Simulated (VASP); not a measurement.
# Si (R-3m) in VASP: further runs, part 2 of 2

VASP 6.6.1.

## 5. Single point, PBE (epitaxial 111 strain +3.0%)

The input, INCAR:

```
SYSTEM = Si
PREC     = Accurate       ! precision mode
ENCUT    = 520            ! plane-wave cutoff, eV
EDIFF    = 1E-6           ! SCF threshold, eV
ISMEAR   = -1             ! smearing method
SIGMA    = 0.02           ! smearing width, eV
LREAL    = .FALSE.        ! projectors in reciprocal space
LASPH    = .TRUE.         ! aspherical terms in the spheres
NELM     = 100            ! most SCF steps
ALGO     = Normal         ! electronic algorithm
ISIF     = 2              ! what is computed and relaxed
LWAVE    = .FALSE.        ! write WAVECAR
LCHARG   = .TRUE.         ! write CHGCAR
GGA      = PE             ! functional
LELF     = .TRUE.         ! ELF
LVHAR    = .TRUE.       
NBANDS   = 11             ! bands
```

The input, KPOINTS:

```
Automatic mesh
0
G
  8 8 8
  0 0 0
```

The input, POSCAR:

```
Si
1.0
   -0.0755118157      2.7282706468      2.7282706468
    2.7282706468     -0.0755118157      2.7282706468
    2.7282706468      2.7282706468     -0.0755118157
Si
2
Direct
   -0.0016041212     -0.0016041212     -0.0016041212
    0.2516041212      0.2516041212      0.2516041212
```

Potentials or basis: VASP PAW PBE potentials, release 64 (Si).

The run is started by

```
cat potpaw_PBE.64/Si/POTCAR > POTCAR
mpirun -np 1 vasp_std > vasp.out
```

OUTCAR:

```text
SYSTEM = Si
   PREC = Accurate
   ENCUT = 520
   EDIFF = 1E-6
   ISMEAR = -1
   LREAL = .FALSE.
   LASPH = .TRUE.
   NELM = 100
   ISIF = 2
   GGA = PE

 ion  position               nearest neighbor table
   1  0.998  0.998  0.998-   2 2.36   2 2.41   2 2.41   2 2.41
   2  0.252  0.252  0.252-   1 2.36   1 2.41   1 2.41   1 2.41

  LATTYP: Found a trigonal (rhomboedric) cell.
 ALAT       =     3.8590961997
 COS(alpha) =     0.4721416204

  Lattice vectors:

 A1 = (  -0.0755118157,   2.7282706468,   2.7282706468)
 A2 = (   2.7282706468,  -0.0755118157,   2.7282706468)
 A3 = (   2.7282706468,   2.7282706468,  -0.0755118157)

Analysis of symmetry for initial positions (statically):
=====================================================================
 Subroutine PRICEL returns:
 Original cell was already a primitive cell.

 Routine SETGRP: Setting up the symmetry group for a
 trigonal (rhombohedral) supercell.

 Subroutine GETGRP returns: Found 12 space group operations
 (whereof  6 operations were pure point group operations)
 out of a pool of 12 trial point group operations.

The static configuration has the point symmetry C_3v.
 The point group associated with its full space group is D_3d.

Analysis of symmetry for dynamics (positions and initial velocities):
=====================================================================
 Subroutine PRICEL returns:
 Original cell was already a primitive cell.

 Routine SETGRP: Setting up the symmetry group for a
 trigonal (rhombohedral) supercell.

 Subroutine GETGRP returns: Found 12 space group operations
 (whereof  6 operations were pure point group operations)
 out of a pool of 12 trial point group operations.

The dynamic configuration has the point symmetry C_3v.
 The point group associated with its full space group is D_3d.

 Subroutine INISYM returns: Found 12 space group operations
[... 116 lines left out ...]
     AMIX     =   0.40;   BMIX     =  1.00
     AMIX_MAG =   1.60;   BMIX_MAG =  1.00
  volume/ion in A,a.u.               =      21.15       142.73
  Fermi-wavevector in a.u.,A,eV,Ry     =   0.939695  1.775766 12.014303  0.883026
  Thomas-Fermi vector in A             =   2.067033
   LORBIT       =      0    0 simple, 1 ext, 2 COOP (PROOUT), +10 PAW based schemes
   GGA     = PE    functional components
   LHFCALC =     F    Hartree Fock is set to
   AEXX    =    0.0000 exact exchange contribution
   IVDW    =     0    specifies the selected vdW correction
   LEPSILON=     F    determine dielectric tensor
   LRPA    =     F    only Hartree local field effects (RPA)
 non-spin polarized calculation
  energy-cutoff  :      520.00
  volume of cell :       42.30
 maximum number of plane-waves:      1163
 NGX is ok and might be reduce to    30
   NGX = 15   NGY = 15   NGZ = 15

 number of electron       8.0000000 magnetization

 Free energy of the ion-electron system (eV)
  ---------------------------------------------------
  ext. energy  EPLUGINS =         0.00000000
  ---------------------------------------------------
  free energy    TOTEN  =       -10.81207068 eV

  energy without entropy =      -10.81207060  energy(sigma->0) =      -10.81207064

 E-fermi :   5.6840     XC(G=0):  -9.1960

 val. band max:        5.4825431828   @ k =   0.0000   0.0000   0.0000
 cond. band min:       5.9107403061   @ k =   0.5000   0.5000   0.0000
 fundamental gap:      0.4281971232
 Fermi energy:         5.6840026681

 k-point     1 :       0.0000    0.0000    0.0000
  band No.  band energies     occupation
      1      -6.3030      2.00000
      2       5.1915      2.00000
      3       5.1915      2.00000
      4       5.4825      1.99992
      5       7.6177      0.00000
      6       7.6830      0.00000
      7       7.6830      0.00000
      8       8.5627      0.00000
      9      12.9884      0.00000
     10      12.9884      0.00000
     11      13.0555      0.00000
[... 309 lines left out ...]
 k-point    24 :       0.3750    0.1250    0.1250
  band No.  band energies     occupation
      1      -5.1029      2.00000
      2       0.6781      2.00000
      3       3.2944      2.00000
      4       4.5064      2.00000
      5       7.7940      0.00000
      6       8.8205      0.00000
      7       9.1232      0.00000
      8      11.0763      0.00000
      9      11.5510      0.00000
     10      15.1837      0.00000
     11      15.4571      0.00000

 [... further k-points ...]
[... 5 lines left out ...]
  --------------------------------------------------------------------------------------
  -------------------------------------------------------------------------------------
  Total       -0.7353624     -0.7353624     -0.7353624      0.5210801      0.5210801      0.5210801
  in kB      -27.8521019    -27.8521019    -27.8521019     19.7360880     19.7360880     19.7360880
  external PRESSURE =     -27.8521019 kB  Pullay stress =       0.0000000 kB

 VOLUME and BASIS-vectors are now :
 -----------------------------------------------------------------------------
  energy-cutoff  :      520.00
  volume of cell :       42.30
      direct lattice vectors                 reciprocal lattice vectors
    -0.075511816  2.728270647  2.728270647    -0.175828019  0.180833032  0.180833032
     2.728270647 -0.075511816  2.728270647     0.180833032 -0.175828019  0.180833032
     2.728270647  2.728270647 -0.075511816     0.180833032  0.180833032 -0.175828019

 POSITION                                       TOTAL-FORCE (eV/Angst)
 -----------------------------------------------------------------------------------
      5.37240      5.37240      5.37240        -0.011580     -0.011580     -0.011580
      1.35389      1.35389      1.35389         0.011580      0.011580      0.011580
 -----------------------------------------------------------------------------------
    total drift:                                0.000000      0.000000     -0.000000

  FREE ENERGIE OF THE ION-ELECTRON SYSTEM (eV)
  ---------------------------------------------------
  free  energy   TOTEN  =       -10.8120706770 eV

  energy  without entropy=      -10.8120705986  energy(sigma->0) =      -10.81207064
```

OSZICAR:

```text
N       E                     dE             d eps       ncg     rms          rms(c)
DAV:   1     0.632950763931E+01    0.63295E+01   -0.32189E+03  1430   0.561E+02
DAV:   2    -0.104172831697E+02   -0.16747E+02   -0.16046E+02  1930   0.836E+01
DAV:   3    -0.109634461374E+02   -0.54616E+00   -0.54442E+00  1848   0.125E+01
DAV:   4    -0.109675090765E+02   -0.40629E-02   -0.40623E-02  1683   0.136E+00
DAV:   5    -0.109675518394E+02   -0.42763E-04   -0.42763E-04  1809   0.131E-01    0.455E+00
DAV:   6    -0.108604903215E+02    0.10706E+00   -0.60361E-02  1629   0.103E+00    0.276E+00
DAV:   7    -0.108105270499E+02    0.49963E-01   -0.12005E-01  1662   0.155E+00    0.160E-01
DAV:   8    -0.108118357940E+02   -0.13087E-02   -0.66696E-03  1644   0.452E-01    0.907E-02
DAV:   9    -0.108120228380E+02   -0.18704E-03   -0.21052E-04  1829   0.897E-02    0.599E-02
DAV:  10    -0.108120679468E+02   -0.45109E-04   -0.45891E-05  1627   0.363E-02    0.133E-02
DAV:  11    -0.108120700863E+02   -0.21394E-05   -0.43595E-06  1811   0.112E-02    0.584E-03
DAV:  12    -0.108120706770E+02   -0.59069E-06   -0.57066E-07  1218   0.460E-03
   1 F= -.10812071E+02 E0= -.10812071E+02  d E =-.783875E-07
```

It took 25 s on 1 thread of Intel Xeon Platinum 8124M at 3.00GHz (Skylake/Cascade Lake), shared host; peak memory 0.17 GiB.

What came out:

- Free energy: -10.8121 eV
- Pressure: -2.8 GPa
- Largest force: 0.020 eV/Å
- Band gap on the k mesh: 0.43 eV (least direct gap 2.14 eV)

Forces in eV/Å, atoms in the order of the input:
```
Si  -0.012 -0.012 -0.012
Si   0.012  0.012  0.012
```

Caveat: the cell differs from its parent crystal (epitaxial 111 strain +3.0%).

## 6. Single point, PBE (epitaxial 111 strain +4.0%)

The input, INCAR:

```
PREC = Accurate ; ENCUT = 520
EDIFF = 1E-6 ; ISMEAR = -1
SIGMA = 0.02 ; LREAL = False
LASPH = True ; NELM = 80
ALGO = Normal ; ISIF = 2
LWAVE = False ; LCHARG = False
GGA = PE ; NBANDS = 11
```

The input, KPOINTS:

```
regular mesh
0
Gamma
  8 8 8
```

The input, POSCAR:

```
Si
1.0
   -0.0993604714      2.7316431801      2.7316431801
    2.7316431801     -0.0993604714      2.7316431801
    2.7316431801      2.7316431801     -0.0993604714
Si
2
Direct
   -0.0020481837     -0.0020481837     -0.0020481837
    0.2520481837      0.2520481837      0.2520481837
```

Potentials or basis: VASP PAW PBE potentials, release 64 (Si).

The run is started by

```
cat potpaw_PBE.64/Si/POTCAR > POTCAR
mpirun -np 1 vasp_std > vasp.out
```

Run time: 23 s. Hardware: 1 thread of Intel Xeon Platinum 8124M at 3.00GHz (Skylake/Cascade Lake), shared host; peak memory 0.17 GiB.

Results (log left out):

| Quantity | Value |
| --- | --- |
| Free energy | -10.7824 eV |
| Pressure | -3.9 GPa |
| Largest force | 0.026 eV/Å |
| Band gap on the k mesh | 0.36 eV (least direct gap 1.89 eV) |

Forces on the atoms (eV/Å):
```
Si  -0.015 -0.015 -0.015
Si   0.015  0.015  0.015
```

Stress tensor (GPa, compression positive):
```
-3.94  2.52  2.52
 2.52 -3.94  2.52
 2.52  2.52 -3.94
```

Levels at points of the mesh, in eV from the valence-band top:
```csv
k point,band 1,band 2,band 3,band 4,band 5,band 6,band 7,band 8
"(0.00, 0.00, 0.00)",-11.72,-0.35,-0.35,0.00,1.89,2.11,2.11,3.16
"(0.50, 0.00, 0.00)",-9.65,-6.90,-1.35,-1.19,1.21,3.04,3.40,7.50
"(0.50, 0.50, 0.00)",-7.91,-7.74,-3.10,-2.68,0.36,0.86,9.00,9.29
"(0.50, 0.50, 0.50)",-9.28,-6.83,-1.63,-1.63,0.53,2.91,2.91,7.01
```

Caveat: the cell differs from its parent crystal (epitaxial 111 strain +4.0%); the cell stands under tension. A k mesh can miss the band edges.

## 7. The runs side by side

| level | cell | k mesh | smearing | grid for exact exchange (PRECFOCK) | share of exact exchange | screening parameter | gap on the mesh (eV) | pressure (GPa) | largest force (eV/Å) |
| --- | --- | --- | --- | --- | --- | --- | --- | --- | --- |
| HSE06 | a = 3.855 Å, angles 61.2°, 2 atoms, atomic positions A | 6 × 6 × 6 | gaussian 0.01 eV | Normal | 0.25 | 0.2079 1/Å | 1.08 | -3.4 | - |
| HSE06 | a = 3.859 Å, angles 61.8°, 2 atoms, atomic positions A | 6 × 6 × 6 | gaussian 0.01 eV | Normal | 0.25 | 0.2079 1/Å | 0.99 | -4.7 | - |
| PBE | a = 3.855 Å, angles 61.2°, 2 atoms, atomic positions A | 8 × 8 × 8 | fermi-dirac 0.02 eV | - | - | - | 0.51 | -1.6 | 0.01 |
| PBE | a = 3.859 Å, angles 61.8°, 2 atoms, atomic positions A | 8 × 8 × 8 | fermi-dirac 0.02 eV | - | - | - | 0.43 | -2.8 | 0.02 |
| PBE | a = 3.864 Å, angles 62.4°, 2 atoms, atomic positions B | 8 × 8 × 8 | fermi-dirac 0.02 eV | - | - | - | 0.36 | -3.9 | 0.03 |

Alike in all rows: task single point; potentials or basis VASP PAW PBE potentials, release 64 (Si); no spin polarisation; cutoff (eV) 520.

Caveats: the cell stands under tension (at least some runs); the PAW data sets were made with another functional, which shifts forces and pressure a little (at least some runs).

Total energies depend on the potentials used, so only differences within one code and one set of settings carry meaning.
